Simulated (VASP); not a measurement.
# Se (R-3) in VASP: single point with PBEsol

Aim: the single point of Se with PBEsol.

All numbers are computed with VASP 6.6.1; they aren't measurements. Logs are shortened: lines on timing, memory, paths and dates and some standing lists are left out, and cuts for length are marked.

## 1. The cell of the first run

Symmetry: R-3, No. 148, trigonal system. The conventional cell has a = 11.703 Å, b = 11.703 Å, c = 4.429 Å, α = 90.00°, β = 90.00°, γ = 120.00°. Within 3.2 Å of Se (site symmetry 1) lie 2 Se at 2.41 Å.

## 2. Single point, PBEsol (equal xx and yy strain of +3 %)

Contents of INCAR:

```
PREC = Accurate
ENCUT = 520
EDIFF = 1E-6
ISMEAR = -1
SIGMA = 0.01
LREAL = F
LASPH = T
NELM = 60
ALGO = Normal
ISIF = 2
LWAVE = F
LCHARG = F
GGA = PS
NBANDS = 27
```

Contents of KPOINTS:

```
regular mesh
0
Gamma
  6 6 6
```

Contents of POSCAR:

```
Se
1.0
    5.8514298578      3.3783246035      1.4763300000
   -5.8514298578      3.3783246035      1.4763300000
    0.0000000000     -6.7566492071      1.4763300000
Se
6
Direct
    0.2806600000      0.1625100000      0.9181800000
    0.9181800000      0.2806600000      0.1625100000
    0.1625100000      0.9181800000      0.2806600000
    0.7193400000      0.8374900000      0.0818200000
    0.0818200000      0.7193400000      0.8374900000
    0.8374900000      0.0818200000      0.7193400000
```

Potentials or basis: VASP PAW PBE potentials, release 64 (Se).

Run with:

```bash
cat potpaw_PBE.64/Se/POTCAR > POTCAR
mpirun -np 1 vasp_std > vasp.out
```

OUTCAR:

```text
PREC = Accurate
   ENCUT = 520
   EDIFF = 1E-6
   ISMEAR = -1
   LREAL = F
   LASPH = T
   NELM = 60
   ISIF = 2
   GGA = PS

 ion  position               nearest neighbor table
   1  0.281  0.163  0.918-   5 2.41   6 2.41
   2  0.918  0.281  0.163-   4 2.41   6 2.41
   3  0.163  0.918  0.281-   4 2.41   5 2.41
   4  0.719  0.837  0.082-   2 2.41   3 2.41
   5  0.082  0.719  0.837-   1 2.41   3 2.41
   6  0.837  0.082  0.719-   1 2.41   2 2.41

  LATTYP: Found a trigonal (rhomboedric) cell.
 ALAT       =     6.9160580374
 COS(alpha) =    -0.4316496267

  Lattice vectors:

 A1 = (   5.8514298578,   3.3783246035,   1.4763300000)
 A2 = (  -5.8514298578,   3.3783246035,   1.4763300000)
 A3 = (   0.0000000000,  -6.7566492071,   1.4763300000)

Analysis of symmetry for initial positions (statically):
=====================================================================
 Subroutine PRICEL returns:
 Original cell was already a primitive cell.

 Routine SETGRP: Setting up the symmetry group for a
 trigonal (rhombohedral) supercell.

 Subroutine GETGRP returns: Found  6 space group operations
 (whereof  6 operations were pure point group operations)
 out of a pool of 12 trial point group operations.

The static configuration has the point symmetry S_6 .

Analysis of symmetry for dynamics (positions and initial velocities):
=====================================================================
 Subroutine PRICEL returns:
 Original cell was already a primitive cell.

 Routine SETGRP: Setting up the symmetry group for a
 trigonal (rhombohedral) supercell.

 Subroutine GETGRP returns: Found  6 space group operations
 (whereof  6 operations were pure point group operations)
 out of a pool of 12 trial point group operations.

The dynamic configuration has the point symmetry S_6 .

 Subroutine INISYM returns: Found  6 space group operations
 (whereof  6 operations are pure point group operations),
 and found     1 'primitive' translations

----------------------------------------------------------------------------------------

                                     Primitive cell

  volume of cell :     175.1048

  direct lattice vectors                    reciprocal lattice vectors
     5.851429858  3.378324603  1.476330000     0.085449200  0.049334119  0.225785111
    -5.851429858  3.378324603  1.476330000    -0.085449200  0.049334119  0.225785111
     0.000000000 -6.756649207  1.476330000     0.000000000 -0.098668237  0.225785111

  length of vectors
     6.916058037  6.916058037  6.916058037     0.246402795  0.246402795  0.246402795

  position of ions in fractional coordinates (direct lattice)
     0.280660000  0.162510000  0.918180000
     0.918180000  0.280660000  0.162510000
     0.162510000  0.918180000  0.280660000
     0.719340000  0.837490000  0.081820000
     0.081820000  0.719340000  0.837490000
     0.837490000  0.081820000  0.719340000

  ion indices of the primitive-cell ions
   primitive index   ion index
                 1           1
                 2           2
                 3           3
                 4           4
                 5           5
                 6           6

----------------------------------------------------------------------------------------

 KPOINTS: regular mesh

Automatic generation of k-mesh.
 Grid dimensions read from file:
 generate k-points for:    6    6    6

 Generating k-lattice:

  Cartesian coordinates                     Fractional coordinates (reciprocal lattice)
     0.014241533  0.008222353  0.037630852     0.166666667 -0.000000000  0.000000000
    -0.014241533  0.008222353  0.037630852    -0.000000000  0.166666667  0.000000000
     0.000000000 -0.016444706  0.037630852     0.000000000  0.000000000  0.166666667

  Length of vectors
     0.041067133  0.041067133  0.041067133

  Shift w.r.t. Gamma in fractional coordinates (k-lattice)
     0.000000000  0.000000000  0.000000000

 Subroutine IBZKPT returns following result:
 ===========================================

 Found     40 irreducible k-points:

 Following reciprocal coordinates:
            Coordinates               Weight
  0.000000  0.000000  0.000000      1.000000
  0.166667  0.000000  0.000000      6.000000
  0.333333 -0.000000  0.000000      6.000000
  0.500000 -0.000000  0.000000      3.000000
  0.166667  0.166667  0.000000      6.000000
  0.333333  0.166667  0.000000      6.000000
[... 16 lines left out ...]
  0.333333  0.333333  0.166667      6.000000
  0.500000  0.333333  0.166667      6.000000
 [... further k-points ...]
   k-points           NKPTS =     40   k-points in BZ     NKDIM =     40   number of bands    NBANDS=     27
   number of dos      NEDOS =    301   number of ions     NIONS =      6
   total plane-waves  NPLWV = 157464
   dimension x,y,z NGX =    54 NGY =   54 NGZ =   54
   dimension x,y,z NGXF=   108 NGYF=  108 NGZF=  108
   ions per type =               6
   NGX,Y,Z   is equivalent  to a cutoff of  12.98, 12.98, 12.98 a.u.
   NGXF,Y,Z  is equivalent  to a cutoff of  25.96, 25.96, 25.96 a.u.
 SYSTEM =  unknown system
   PREC   = accura    normal or accurate (medium, high low for compatibility)
   ISTART =      0    job   : 0-new  1-cont  2-samecut
   ICHARG =      2    charge: 1-file 2-atom 10-const
   ISPIN  =      1    spin polarized calculation?
   LNONCOLLINEAR =      F non collinear calculations
   LSORBIT =      F    spin-orbit coupling
   LASPH  =      T    aspherical Exc in radial PAW
   ENCUT  =  520.0 eV  38.22 Ry    6.18 a.u.  12.86 12.86 12.86*2*pi/ulx,y,z
   NELM   =     60;   NELMIN=  2; NELMDL= -5     # of ELM steps
   EDIFF  = 0.1E-05   stopping-criterion for ELM
   LREAL  =      F    real-space projection
   EDIFFG = 0.1E-04   stopping-criterion for IOM
   NSW    =      0    number of steps for IOM
   IBRION =     -1    ionic relax: 0-MD 1-quasi-New 2-CG
   NFREE  =      0    steps in history (QN), initial steepest desc. (CG)
   ISIF   =      2    stress and relaxation
   ISYM   =      2    0-nonsym 1-usesym 2-fastsym
   POTIM  = 0.5000    time-step for ionic-motion
   TEBEG  =    0.0;   TEEND  =   0.0 temperature during run
   PSTRESS=    0.0 pullay stress
   NELECT =      36.0000    total number of electrons
   NUPDOWN=      -1.0000    fix difference up-down
   EMIN   =  10.00;   EMAX   =-10.00  energy-range for DOS
   EFERMI =   0.00;   METHOD = LEGACY
   ISMEAR =    -1;   SIGMA  =   0.01  broadening in eV -4-tet -1-fermi 0-gaus
   EFERMI_NEDOS =   21; number of points for ismear=-14 and -15
   IALGO  =     38    algorithm
   IMIX   =      4    mixing-type and parameters
     AMIX     =   0.40;   BMIX     =  1.00
     AMIX_MAG =   1.60;   BMIX_MAG =  1.00
  volume/ion in A,a.u.               =      29.18       196.94
  Fermi-wavevector in a.u.,A,eV,Ry     =   0.966221  1.825892 12.702158  0.933582
  Thomas-Fermi vector in A             =   2.096004
   LORBIT       =      0    0 simple, 1 ext, 2 COOP (PROOUT), +10 PAW based schemes
   GGA     = PS    functional components
   LHFCALC =     F    Hartree Fock is set to
   AEXX    =    0.0000 exact exchange contribution
   IVDW    =     0    specifies the selected vdW correction
   LEPSILON=     F    determine dielectric tensor
   LRPA    =     F    only Hartree local field effects (RPA)
 non-spin polarized calculation
  energy-cutoff  :      520.00
  volume of cell :      175.10
 maximum number of plane-waves:      4734
 NGX is ok and might be reduce to    54
   NGX = 25   NGY = 25   NGZ = 25

 number of electron      35.9999999 magnetization

 Free energy of the ion-electron system (eV)
  ---------------------------------------------------
  ext. energy  EPLUGINS =         0.00000000
  ---------------------------------------------------
  free energy    TOTEN  =       -22.59702817 eV

  energy without entropy =      -22.59702817  energy(sigma->0) =      -22.59702817

 E-fermi :   2.0591     XC(G=0):  -8.7452

 val. band max:        1.8301374081   @ k =   0.5000   0.5000   0.5000
 cond. band min:       2.6935185583   @ k =  -0.1667   0.1667   0.1667
 fundamental gap:      0.8633811502
 Fermi energy:         2.0591130741

 k-point     1 :       0.0000    0.0000    0.0000
  band No.  band energies     occupation
      1     -13.5780      2.00000
      2     -12.0306      2.00000
      3     -12.0306      2.00000
      4      -9.9809      2.00000
      5      -9.9809      2.00000
      6      -8.4566      2.00000
[... 19 lines left out ...]
     26       8.1615      0.00000
     27       8.1615      0.00000

 k-point     2 :       0.1667    0.0000    0.0000
  band No.  band energies     occupation
      1     -13.5070      2.00000
      2     -12.0712      2.00000
      3     -12.0339      2.00000
      4      -9.9839      2.00000
      5      -9.9026      2.00000
      6      -8.4827      2.00000
[... 19 lines left out ...]
     26       8.1095      0.00000
     27       8.4592      0.00000

 k-point     3 :       0.3333   -0.0000    0.0000
  band No.  band energies     occupation
      1     -13.3467      2.00000
      2     -12.1619      2.00000
      3     -12.0415      2.00000
      4      -9.9884      2.00000
      5      -9.7415      2.00000
      6      -8.5654      2.00000
[... 19 lines left out ...]
     26       8.3331      0.00000
     27       8.8253      0.00000

 k-point     4 :       0.5000   -0.0000    0.0000
  band No.  band energies     occupation
      1     -13.2534      2.00000
      2     -12.2163      2.00000
      3     -12.0459      2.00000
      4      -9.9900      2.00000
      5      -9.6569      2.00000
      6      -8.6229      2.00000
[... 19 lines left out ...]
     26       8.7210      0.00000
     27       9.5460      0.00000
[... 516 lines left out ...]
      4     -10.0066      2.00000
      5      -9.8683      2.00000
      6      -8.3877      2.00000
[... 19 lines left out ...]
     26       8.1758      0.00000
     27       8.4561      0.00000

 k-point    23 :       0.3333    0.3333    0.1667
  band No.  band energies     occupation
      1     -13.2308      2.00000
      2     -12.4180      2.00000
      3     -12.2624      2.00000
      4      -9.8904      2.00000
      5      -9.6868      2.00000
      6      -8.3879      2.00000
[... 19 lines left out ...]
     26       7.7813      0.00000
     27       7.9934      0.00000

 k-point    24 :       0.5000    0.3333    0.1667
  band No.  band energies     occupation
      1     -13.2819      2.00000
      2     -12.4564      2.00000
      3     -12.2264      2.00000
      4     -10.0093      2.00000
      5      -9.7052      2.00000
      6      -8.2044      2.00000
[... 19 lines left out ...]
     26       7.7572      0.00000
     27       8.3132      0.00000

 [... further k-points ...]
[... 5 lines left out ...]
  --------------------------------------------------------------------------------------
  -------------------------------------------------------------------------------------
  Total       -4.3273501     -4.3273501     -1.4582022      0.0000004      0.0000000     -0.0000000
  in kB      -39.5944703    -39.5944703    -13.3422864      0.0000041      0.0000000     -0.0000000
  external PRESSURE =     -30.8437424 kB  Pullay stress =       0.0000000 kB

 VOLUME and BASIS-vectors are now :
 -----------------------------------------------------------------------------
  energy-cutoff  :      520.00
  volume of cell :      175.10
      direct lattice vectors                 reciprocal lattice vectors
     5.851429858  3.378324603  1.476330000     0.085449200  0.049334119  0.225785111
    -5.851429858  3.378324603  1.476330000    -0.085449200  0.049334119  0.225785111
     0.000000000 -6.756649207  1.476330000     0.000000000 -0.098668237  0.225785111

 POSITION                                       TOTAL-FORCE (eV/Angst)
 -----------------------------------------------------------------------------------
      0.69135     -4.70665      2.00980        -0.003328     -0.255594     -0.271514
      3.73040      2.95205      2.00980         0.223015      0.124915     -0.271514
     -4.42175      1.75460      2.00980        -0.219687      0.130679     -0.271514
     -0.69135      4.70665      2.41919         0.003328      0.255594      0.271514
     -3.73040     -2.95205      2.41919        -0.223015     -0.124915      0.271514
      4.42175     -1.75460      2.41919         0.219687     -0.130679      0.271514
 -----------------------------------------------------------------------------------
    total drift:                               -0.000000      0.000000      0.000000

  FREE ENERGIE OF THE ION-ELECTRON SYSTEM (eV)
  ---------------------------------------------------
  free  energy   TOTEN  =       -22.5970281738 eV

  energy  without entropy=      -22.5970281738  energy(sigma->0) =      -22.59702817
```

Run time: 7.2 min. Hardware: 1 thread of AMD EPYC 7R13, shared host; peak memory 0.42 GiB.

Results:

| Item | Value |
| --- | --- |
| Free energy | -22.5970 eV |
| Pressure | -3.1 GPa |
| Largest force | 0.373 eV/Å |
| Band gap on the k mesh | 0.86 eV (least direct gap 1.13 eV) |

Forces on the atoms (eV/Å):
```
Se  -0.003 -0.256 -0.272
Se   0.223  0.125 -0.272
Se  -0.220  0.131 -0.272
Se   0.003  0.256  0.272
Se  -0.223 -0.125  0.272
Se   0.220 -0.131  0.272
```

Caveat: the cell differs from its parent crystal (equal xx and yy strain of +3 %); the cell stands under tension; this functional lacks dispersion, which holds the molecules together, so the pressure and a relaxed volume are unreliable; the PAW data sets were made with another functional, which shifts forces and pressure a little. A k mesh can miss the band edges.
